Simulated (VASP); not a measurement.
# Mg7Te (P-43m) in VASP: single point with PBE

Aim: the single point of Mg7Te with PBE.

Everything below comes from runs of VASP 6.6.1. Logs are shortened: lines on timing, memory, paths and dates and some standing lists are left out, and cuts for length are marked.

## (1) The cell of the first run

It takes space group P-43m (No. 215, cubic). Conventional cell: a = 6.785 Å, b = 6.785 Å, c = 6.785 Å, α = 90.00°, β = 90.00°, γ = 90.00°. Within 3.6 Å of Mg (site symmetry 3m) lie 1 Te at 2.76 Å and 3 Mg at 3.00 Å. Mg (site symmetry -42m) has 4 Mg at 3.00 Å within 4.0 Å. Te (site symmetry -43m) has 4 Mg at 2.76 Å within 3.6 Å.

The cell was built from a structure type or drawn by symmetry, and may not be a known phase.

## (2) Single point, PBE

INCAR

```
PREC = Accurate ; ENCUT = 600
EDIFF = 1E-6 ; ISMEAR = 0
SIGMA = 0.2 ; LREAL = F
LASPH = T ; NELM = 120
ALGO = Normal ; ISIF = 2
LWAVE = F ; LCHARG = F
GGA = PE ; NBANDS = 20
GGA_COMPAT = F
```

KPOINTS

```
regular mesh
0
Gamma
  3 3 3
```

POSCAR

```
Mg7Te
1.0
    6.7845352300      0.0000000000      0.0000000000
    0.0000000000      6.7845352300      0.0000000000
    0.0000000000      0.0000000000      6.7845352300
Mg Te
7 1
Direct
    0.2349613960      0.2349613960      0.2349613960
    0.0000000000      0.5000000000      0.5000000000
    0.5000000000      0.5000000000      0.0000000000
    0.5000000000      0.0000000000      0.5000000000
    0.7650386040      0.2349613960      0.7650386040
    0.7650386040      0.7650386040      0.2349613960
    0.2349613960      0.7650386040      0.7650386040
    0.0000000000      0.0000000000      0.0000000000
```

Potentials or basis: VASP PAW PBE potentials, release 64 (Mg, Te).

Started as:

```sh
$ cat potpaw_PBE.64/Mg/POTCAR potpaw_PBE.64/Te/POTCAR > POTCAR
$ mpirun -np 1 vasp_std > vasp.out
```

OUTCAR:

```text
PREC = Accurate
   ENCUT = 600
   EDIFF = 1E-6
   ISMEAR = 0
   LREAL = F
   LASPH = T
   NELM = 120
   ISIF = 2
   GGA = PE

 ion  position               nearest neighbor table
   1  0.235  0.235  0.235-   8 2.76   3 3.00   4 3.00   2 3.00
   2  0.000  0.500  0.500-   1 3.00   5 3.00   6 3.00   7 3.00
   3  0.500  0.500  0.000-   1 3.00   5 3.00   6 3.00   7 3.00
   4  0.500  0.000  0.500-   1 3.00   5 3.00   6 3.00   7 3.00
   5  0.765  0.235  0.765-   8 2.76   3 3.00   4 3.00   2 3.00
   6  0.765  0.765  0.235-   8 2.76   3 3.00   4 3.00   2 3.00
   7  0.235  0.765  0.765-   8 2.76   3 3.00   4 3.00   2 3.00
   8  0.000  0.000  0.000-   1 2.76   5 2.76   6 2.76   7 2.76

  LATTYP: Found a simple cubic cell.
 ALAT       =     6.7845352300

  Lattice vectors:

 A1 = (   6.7845352300,   0.0000000000,   0.0000000000)
 A2 = (   0.0000000000,   6.7845352300,   0.0000000000)
 A3 = (   0.0000000000,   0.0000000000,   6.7845352300)

Analysis of symmetry for initial positions (statically):
=====================================================================
 Subroutine PRICEL returns:
 Original cell was already a primitive cell.

 Routine SETGRP: Setting up the symmetry group for a
 simple cubic supercell.

 Subroutine GETGRP returns: Found 24 space group operations
 (whereof 24 operations were pure point group operations)
 out of a pool of 48 trial point group operations.

The static configuration has the point symmetry T_d .

Analysis of symmetry for dynamics (positions and initial velocities):
=====================================================================
 Subroutine PRICEL returns:
 Original cell was already a primitive cell.

 Routine SETGRP: Setting up the symmetry group for a
 simple cubic supercell.

 Subroutine GETGRP returns: Found 24 space group operations
 (whereof 24 operations were pure point group operations)
 out of a pool of 48 trial point group operations.

The dynamic configuration has the point symmetry T_d .

 Subroutine INISYM returns: Found 24 space group operations
 (whereof 24 operations are pure point group operations),
 and found     1 'primitive' translations

----------------------------------------------------------------------------------------

                                     Primitive cell

  volume of cell :     312.2916

  direct lattice vectors                    reciprocal lattice vectors
     6.784535230  0.000000000  0.000000000     0.147394032  0.000000000  0.000000000
     0.000000000  6.784535230  0.000000000     0.000000000  0.147394032  0.000000000
     0.000000000  0.000000000  6.784535230     0.000000000  0.000000000  0.147394032

  length of vectors
     6.784535230  6.784535230  6.784535230     0.147394032  0.147394032  0.147394032

  position of ions in fractional coordinates (direct lattice)
     0.234961396  0.234961396  0.234961396
     0.000000000  0.500000000  0.500000000
     0.500000000  0.500000000  0.000000000
     0.500000000  0.000000000  0.500000000
     0.765038604  0.234961396  0.765038604
     0.765038604  0.765038604  0.234961396
     0.234961396  0.765038604  0.765038604
     0.000000000  0.000000000  0.000000000

  ion indices of the primitive-cell ions
   primitive index   ion index
                 1           1
                 2           2
                 3           3
                 4           4
                 5           5
                 6           6
                 7           7
                 8           8

----------------------------------------------------------------------------------------

 KPOINTS: regular mesh

Automatic generation of k-mesh.
 Grid dimensions read from file:
 generate k-points for:    3    3    3

 Generating k-lattice:

  Cartesian coordinates                     Fractional coordinates (reciprocal lattice)
     0.049131344  0.000000000  0.000000000     0.333333333  0.000000000  0.000000000
     0.000000000  0.049131344  0.000000000     0.000000000  0.333333333  0.000000000
     0.000000000  0.000000000  0.049131344     0.000000000  0.000000000  0.333333333

  Length of vectors
     0.049131344  0.049131344  0.049131344

  Shift w.r.t. Gamma in fractional coordinates (k-lattice)
     0.000000000  0.000000000  0.000000000

 Subroutine IBZKPT returns following result:
 ===========================================

 Found      4 irreducible k-points:

 Following reciprocal coordinates:
            Coordinates               Weight
  0.000000  0.000000  0.000000      1.000000
  0.333333  0.000000  0.000000      6.000000
  0.333333  0.333333  0.000000     12.000000
  0.333333  0.333333  0.333333      8.000000
   k-points           NKPTS =      4   k-points in BZ     NKDIM =      4   number of bands    NBANDS=     20
   number of dos      NEDOS =    301   number of ions     NIONS =      8
   total plane-waves  NPLWV = 157464
   dimension x,y,z NGX =    54 NGY =   54 NGZ =   54
   dimension x,y,z NGXF=   108 NGYF=  108 NGZF=  108
   ions per type =               7   1
   NGX,Y,Z   is equivalent  to a cutoff of  13.23, 13.23, 13.23 a.u.
   NGXF,Y,Z  is equivalent  to a cutoff of  26.46, 26.46, 26.46 a.u.
 SYSTEM =  unknown system
   PREC   = accura    normal or accurate (medium, high low for compatibility)
   ISTART =      0    job   : 0-new  1-cont  2-samecut
   ICHARG =      2    charge: 1-file 2-atom 10-const
   ISPIN  =      1    spin polarized calculation?
   LNONCOLLINEAR =      F non collinear calculations
   LSORBIT =      F    spin-orbit coupling
   LASPH  =      T    aspherical Exc in radial PAW
   ENCUT  =  600.0 eV  44.10 Ry    6.64 a.u.  13.55 13.55 13.55*2*pi/ulx,y,z
   NELM   =    120;   NELMIN=  2; NELMDL= -5     # of ELM steps
   EDIFF  = 0.1E-05   stopping-criterion for ELM
   LREAL  =      F    real-space projection
   EDIFFG = 0.1E-04   stopping-criterion for IOM
   NSW    =      0    number of steps for IOM
   IBRION =     -1    ionic relax: 0-MD 1-quasi-New 2-CG
   NFREE  =      0    steps in history (QN), initial steepest desc. (CG)
   ISIF   =      2    stress and relaxation
   ISYM   =      2    0-nonsym 1-usesym 2-fastsym
   POTIM  = 0.5000    time-step for ionic-motion
   TEBEG  =    0.0;   TEEND  =   0.0 temperature during run
   PSTRESS=    0.0 pullay stress
   NELECT =      20.0000    total number of electrons
   NUPDOWN=      -1.0000    fix difference up-down
   EMIN   =  10.00;   EMAX   =-10.00  energy-range for DOS
   EFERMI =   0.00;   METHOD = LEGACY
   ISMEAR =     0;   SIGMA  =   0.20  broadening in eV -4-tet -1-fermi 0-gaus
   EFERMI_NEDOS =   21; number of points for ismear=-14 and -15
   IALGO  =     38    algorithm
   IMIX   =      4    mixing-type and parameters
     AMIX     =   0.40;   BMIX     =  1.00
     AMIX_MAG =   1.60;   BMIX_MAG =  1.00
  volume/ion in A,a.u.               =      39.04       263.43
  Fermi-wavevector in a.u.,A,eV,Ry     =   0.654985  1.237742  5.836973  0.429005
  Thomas-Fermi vector in A             =   1.725717
   LORBIT       =      0    0 simple, 1 ext, 2 COOP (PROOUT), +10 PAW based schemes
   GGA     = PE    functional components
   LHFCALC =     F    Hartree Fock is set to
   AEXX    =    0.0000 exact exchange contribution
   IVDW    =     0    specifies the selected vdW correction
   LEPSILON=     F    determine dielectric tensor
   LRPA    =     F    only Hartree local field effects (RPA)
 non-spin polarized calculation
 Gauss-broadening in eV      SIGMA  =   0.20
  energy-cutoff  :      600.00
  volume of cell :      312.29
 maximum number of plane-waves:     10453
 NGX is ok and might be reduce to    54
   NGX = 27   NGY = 27   NGZ = 27

 number of electron      20.0000001 magnetization

 Free energy of the ion-electron system (eV)
  ---------------------------------------------------
  ext. energy  EPLUGINS =         0.00000000
  ---------------------------------------------------
  free energy    TOTEN  =       -10.01760510 eV

  energy without entropy =       -9.80622423  energy(sigma->0) =       -9.91191466

 E-fermi :   0.6051     XC(G=0):  -6.8998

 val. band max:        0.5947568111   @ k =   0.3333   0.3333   0.0000
 cond. band min:       0.6164127517   @ k =   0.3333   0.3333   0.0000
 fundamental gap:      0.0216559406
 Fermi energy:         0.6050556778

 k-point     1 :       0.0000    0.0000    0.0000
  band No.  band energies     occupation
      1     -10.4522      2.00000
      2      -3.5526      2.00000
      3      -2.7604      2.00000
      4      -2.7604      2.00000
      5      -2.7604      2.00000
      6      -1.2076      2.00000
[... 12 lines left out ...]
     19       3.1698      0.00000
     20       3.5786      0.00000

 k-point     2 :       0.3333    0.0000    0.0000
  band No.  band energies     occupation
      1     -10.4470      2.00000
      2      -3.7053      2.00000
      3      -2.6980      2.00000
      4      -2.6980      2.00000
      5      -2.6514      2.00000
      6      -1.4226      2.00000
[... 12 lines left out ...]
     19       4.1070      0.00000
     20       4.2347      0.00000

 k-point     3 :       0.3333    0.3333    0.0000
  band No.  band energies     occupation
      1     -10.4423      2.00000
      2      -3.5449      2.00000
      3      -3.2443      2.00000
      4      -2.7099      2.00000
      5      -1.9570      2.00000
      6      -1.7877      2.00000
[... 12 lines left out ...]
     19       4.7261      0.00000
     20       4.7379      0.00000

 k-point     4 :       0.3333    0.3333    0.3333
  band No.  band energies     occupation
      1     -10.4379      2.00000
      2      -3.3753      2.00000
      3      -3.0666      2.00000
      4      -3.0666      2.00000
      5      -1.8975      2.00000
      6      -1.7072      2.00000
[... 12 lines left out ...]
     19       4.1672      0.00000
     20       4.3998      0.00000

------------------------ aborting loop because EDIFF is reached ----------------------------------------

  FORCE on cell =-STRESS in cart. coord.  units (eV):
  Direction    XX          YY          ZZ          XY          YZ          ZX
  --------------------------------------------------------------------------------------
  -------------------------------------------------------------------------------------
  Total        1.2985212      1.2985212      1.2985212     -0.0000000     -0.0000000     -0.0000000
  in kB        6.6619186      6.6619186      6.6619186     -0.0000000     -0.0000000     -0.0000000
  external PRESSURE =       6.6619186 kB  Pullay stress =       0.0000000 kB

 VOLUME and BASIS-vectors are now :
 -----------------------------------------------------------------------------
  energy-cutoff  :      600.00
  volume of cell :      312.29
      direct lattice vectors                 reciprocal lattice vectors
     6.784535230  0.000000000  0.000000000     0.147394032  0.000000000  0.000000000
     0.000000000  6.784535230  0.000000000     0.000000000  0.147394032  0.000000000
     0.000000000  0.000000000  6.784535230     0.000000000  0.000000000  0.147394032

 POSITION                                       TOTAL-FORCE (eV/Angst)
 -----------------------------------------------------------------------------------
      1.59410      1.59410      1.59410         0.013816      0.013816      0.013816
      0.00000      3.39227      3.39227        -0.000000      0.000000      0.000000
      3.39227      3.39227      0.00000        -0.000000      0.000000      0.000000
      3.39227      0.00000      3.39227        -0.000000      0.000000      0.000000
      5.19043      1.59410      5.19043        -0.013816      0.013816     -0.013816
      5.19043      5.19043      1.59410        -0.013816     -0.013816      0.013816
      1.59410      5.19043      5.19043         0.013816     -0.013816     -0.013816
      0.00000      0.00000      0.00000        -0.000000      0.000000      0.000000
 -----------------------------------------------------------------------------------
    total drift:                               -0.000000     -0.000000     -0.000000

  FREE ENERGIE OF THE ION-ELECTRON SYSTEM (eV)
  ---------------------------------------------------
  free  energy   TOTEN  =       -10.0176051014 eV

  energy  without entropy=       -9.8062242266  energy(sigma->0) =       -9.91191466
```

Wall time 1.8 min (1 thread of Intel Xeon 8259CL, shared host); peak memory 0.39 GiB.

What came out:

```yaml
Free_energy: -10.0176 eV
Pressure: 0.7 GPa
Largest_force: 0.024 eV/Å
Band_gap_on_the_k_mesh: zero (bands 10 and 11 overlap by 0.05 eV)
```

Forces in eV/Å, atoms in the order of the input:
```
Mg   0.014  0.014  0.014
Mg   0.000  0.000  0.000
Mg   0.000  0.000  0.000
Mg   0.000  0.000  0.000
Mg  -0.014  0.014 -0.014
Mg  -0.014 -0.014  0.014
Mg   0.014 -0.014 -0.014
Te   0.000  0.000  0.000
```

Levels at points of the mesh, in eV from the Fermi level:
```
           k point  band 7  band 8  band 9  band 10  band 11  band 12  band 13  band 14
(0.00, 0.00, 0.00)   -1.81   -0.59   -0.59    -0.59     1.16     1.16     1.16     1.80
```

Caveat: semilocal functionals underestimate gaps, so a narrow gap can read as zero; spin-orbit coupling is left out, which moves the levels of the heavy elements.
